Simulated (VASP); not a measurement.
The system is H.

```
H
1.0
     2.04152    0.00000    0.00000
    -1.02076    1.76800    0.00000
     0.00000    0.00000    3.27960
H
2
Direct
  0.33333 0.66667 0.25000
  0.66667 0.33333 0.75000
```

Base run:

* Program: VASP 6.6.1
* Functional: LDA
* Potentials or basis: VASP PAW LDA potentials, release 64 (H)
* Cutoff: 500 eV
* k mesh: 13 × 13 × 7
* Occupations: fermi-dirac, width 0.03 eV
* Spin: no spin polarisation

Its results: band gap on the k mesh zero (bands 1 and 2 overlap by 8.52 eV); pressure -25.6 GPa.

**Question.** The run is repeated on the same cell with these changes: cutoff from 500 eV to 400 eV; further incar settings from ALGO = Normal; EDIFF = 1e-06; NBANDS = 8 to ALGO = Normal; EDIFF = 1e-08; NBANDS = 8. What comes out?

**Answer.** Band gap on the k mesh zero (bands 1 and 2 overlap by 8.53 eV); pressure -26.3 GPa.

Caveats: the cell stands under tension; the atoms stand far beyond bonding distance, and open shells without spin polarisation read as a metal.
